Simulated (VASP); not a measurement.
# Au (Pm-3m) in VASP: notebook

The runs below take Au through single point, with PBEsol.

All numbers are computed with VASP 6.6.1; they aren't measurements. Logs are shortened: lines on timing, memory, paths and dates and some standing lists are left out, and cuts for length are marked.

**1. The cell of the first run**

The structure is cubic, space group Pm-3m (No. 221). The conventional cell has a = 2.582 Å, b = 2.582 Å, c = 2.582 Å, α = 90.00°, β = 90.00°, γ = 90.00°. Within 3.4 Å of Au (site symmetry m-3m) lie 6 Au at 2.58 Å.

**2. Single point, PBEsol (volume scaled by 0.88)**

The input, INCAR:

```
SYSTEM = Au
  PREC = Accurate
  ENCUT = 520
  EDIFF = 1E-7
  ISMEAR = -1
  SIGMA = 0.1
  LREAL = .False.
  LASPH = .True.
  NELM = 100
  ALGO = Normal
  ISIF = 2
  LWAVE = .False.
  LCHARG = .False.
  GGA = PS
  NBANDS = 12
```

The input, KPOINTS:

```
regular mesh
0
Gamma
  13 13 13
  0 0 0
```

The input, POSCAR:

```
Au
1.0
    2.5818677094      0.0000000000      0.0000000000
    0.0000000000      2.5818677094      0.0000000000
    0.0000000000      0.0000000000      2.5818677094
Au
1
Direct
    0.0000000000      0.0000000000      0.0000000000
```

Potentials or basis: VASP PAW PBE potentials, release 64 (Au).

The run is started by

```
$ cat potpaw_PBE.64/Au/POTCAR > POTCAR
$ mpirun -np 1 vasp_std > vasp.out
```

OUTCAR:

```text
SYSTEM = Au
   PREC = Accurate
   ENCUT = 520
   EDIFF = 1E-7
   ISMEAR = -1
   LREAL = .False.
   LASPH = .True.
   NELM = 100
   ISIF = 2
   GGA = PS

 ion  position               nearest neighbor table
   1  0.000  0.000  0.000-

  LATTYP: Found a simple cubic cell.
 ALAT       =     2.5818677094

  Lattice vectors:

 A1 = (   2.5818677094,   0.0000000000,   0.0000000000)
 A2 = (   0.0000000000,   2.5818677094,   0.0000000000)
 A3 = (   0.0000000000,   0.0000000000,   2.5818677094)

Analysis of symmetry for initial positions (statically):
=====================================================================
 Subroutine PRICEL returns:
 Original cell was already a primitive cell.

 Routine SETGRP: Setting up the symmetry group for a
 simple cubic supercell.

 Subroutine GETGRP returns: Found 48 space group operations
 (whereof 48 operations were pure point group operations)
 out of a pool of 48 trial point group operations.

The static configuration has the point symmetry O_h .

Analysis of symmetry for dynamics (positions and initial velocities):
=====================================================================
 Subroutine PRICEL returns:
 Original cell was already a primitive cell.

 Routine SETGRP: Setting up the symmetry group for a
 simple cubic supercell.

 Subroutine GETGRP returns: Found 48 space group operations
 (whereof 48 operations were pure point group operations)
 out of a pool of 48 trial point group operations.

The dynamic configuration has the point symmetry O_h .

 Subroutine INISYM returns: Found 48 space group operations
 (whereof 48 operations are pure point group operations),
 and found     1 'primitive' translations

----------------------------------------------------------------------------------------

                                     Primitive cell

  volume of cell :      17.2108

  direct lattice vectors                    reciprocal lattice vectors
     2.581867709  0.000000000  0.000000000     0.387316514  0.000000000  0.000000000
     0.000000000  2.581867709  0.000000000     0.000000000  0.387316514  0.000000000
     0.000000000  0.000000000  2.581867709     0.000000000  0.000000000  0.387316514

  length of vectors
     2.581867709  2.581867709  2.581867709     0.387316514  0.387316514  0.387316514

  position of ions in fractional coordinates (direct lattice)
     0.000000000  0.000000000  0.000000000

  ion indices of the primitive-cell ions
   primitive index   ion index
                 1           1
[... 73 lines left out ...]
   LREAL  =      F    real-space projection
   EDIFFG = 0.1E-05   stopping-criterion for IOM
   NSW    =      0    number of steps for IOM
   IBRION =     -1    ionic relax: 0-MD 1-quasi-New 2-CG
   NFREE  =      0    steps in history (QN), initial steepest desc. (CG)
   ISIF   =      2    stress and relaxation
   ISYM   =      2    0-nonsym 1-usesym 2-fastsym
   POTIM  = 0.5000    time-step for ionic-motion
   TEBEG  =    0.0;   TEEND  =   0.0 temperature during run
   PSTRESS=    0.0 pullay stress
   NELECT =      11.0000    total number of electrons
   NUPDOWN=      -1.0000    fix difference up-down
   EMIN   =  10.00;   EMAX   =-10.00  energy-range for DOS
   EFERMI =   0.00;   METHOD = LEGACY
   ISMEAR =    -1;   SIGMA  =   0.10  broadening in eV -4-tet -1-fermi 0-gaus
   EFERMI_NEDOS =   21; number of points for ismear=-14 and -15
   IALGO  =     38    algorithm
   IMIX   =      4    mixing-type and parameters
     AMIX     =   0.40;   BMIX     =  1.00
     AMIX_MAG =   1.60;   BMIX_MAG =  1.00
  volume/ion in A,a.u.               =      17.21       116.14
  Fermi-wavevector in a.u.,A,eV,Ry     =   1.410171  2.664837 27.056299  1.988582
  Thomas-Fermi vector in A             =   2.532152
   LORBIT       =      0    0 simple, 1 ext, 2 COOP (PROOUT), +10 PAW based schemes
   GGA     = PS    functional components
   LHFCALC =     F    Hartree Fock is set to
   AEXX    =    0.0000 exact exchange contribution
   IVDW    =     0    specifies the selected vdW correction
   LEPSILON=     F    determine dielectric tensor
   LRPA    =     F    only Hartree local field effects (RPA)
 non-spin polarized calculation
  energy-cutoff  :      520.00
  volume of cell :       17.21
 maximum number of plane-waves:       472
 NGX is ok and might be reduce to    20
   NGX =  9   NGY =  9   NGZ =  9

 number of electron      10.9999997 magnetization

 Free energy of the ion-electron system (eV)
  ---------------------------------------------------
  ext. energy  EPLUGINS =         0.00000000
  ---------------------------------------------------
  free energy    TOTEN  =        -3.50648955 eV

  energy without entropy =       -3.49144599  energy(sigma->0) =       -3.49896777

 E-fermi :   8.8201     XC(G=0): -12.7014

 val. band max:        8.8171791884   @ k =   0.4615   0.4615   0.3077
 cond. band min:       8.8534376786   @ k =   0.4615   0.4615   0.3846
 fundamental gap:      0.0362584902
 Fermi energy:         8.8201219967

 k-point     1 :       0.0000    0.0000    0.0000
  band No.  band energies     occupation
      1      -0.6927      2.00000
      2       1.7256      2.00000
      3       1.7256      2.00000
      4       7.4180      2.00000
      5       7.4180      2.00000
      6       7.4180      2.00000
      7      23.6486      0.00000
      8      23.6486      0.00000
      9      23.6486      0.00000
     10      29.3885      0.00000
     11      32.0864      0.00000
     12      32.0864      0.00000
[... 331 lines left out ...]
 k-point    24 :       0.3846    0.3077    0.0000
  band No.  band energies     occupation
      1       2.3470      2.00000
      2       2.7245      2.00000
      3       5.7253      2.00000
      4       5.8551      2.00000
      5       6.2708      2.00000
      6       8.2055      1.99573
      7      15.1233      0.00000
      8      19.9677      0.00000
      9      24.9786      0.00000
     10      29.5947      0.00000
     11      32.3600      0.00000
     12      32.9285      0.00000

 [... further k-points ...]
[... 5 lines left out ...]
  --------------------------------------------------------------------------------------
  -------------------------------------------------------------------------------------
  Total        2.5397845      2.5397845      2.5397845      0.0000000      0.0000000     -0.0000000
  in kB      236.4315865    236.4315865    236.4315865      0.0000000      0.0000000     -0.0000000
  external PRESSURE =     236.4315865 kB  Pullay stress =       0.0000000 kB

 VOLUME and BASIS-vectors are now :
 -----------------------------------------------------------------------------
  energy-cutoff  :      520.00
  volume of cell :       17.21
      direct lattice vectors                 reciprocal lattice vectors
     2.581867709  0.000000000  0.000000000     0.387316514  0.000000000  0.000000000
     0.000000000  2.581867709  0.000000000     0.000000000  0.387316514  0.000000000
     0.000000000  0.000000000  2.581867709     0.000000000  0.000000000  0.387316514

 POSITION                                       TOTAL-FORCE (eV/Angst)
 -----------------------------------------------------------------------------------
      0.00000      0.00000      0.00000         0.000000      0.000000      0.000000
 -----------------------------------------------------------------------------------
    total drift:                               -0.000000     -0.000000     -0.000000

  FREE ENERGIE OF THE ION-ELECTRON SYSTEM (eV)
  ---------------------------------------------------
  free  energy   TOTEN  =        -3.5064895522 eV

  energy  without entropy=       -3.4914459898  energy(sigma->0) =       -3.49896777
```

Run time: 6.4 s. Hardware: 1 thread of AMD EPYC 9R45 (Zen 5), shared host; peak memory 0.1 GiB.

What came out:

```
Free energy : -3.5065 eV
Pressure    : 23.6 GPa
```

Caveat: the PAW data sets were made with another functional, which shifts forces and pressure a little; spin-orbit coupling is left out, which moves the levels of the heavy elements.

(Part 1 of 3 ends here.)
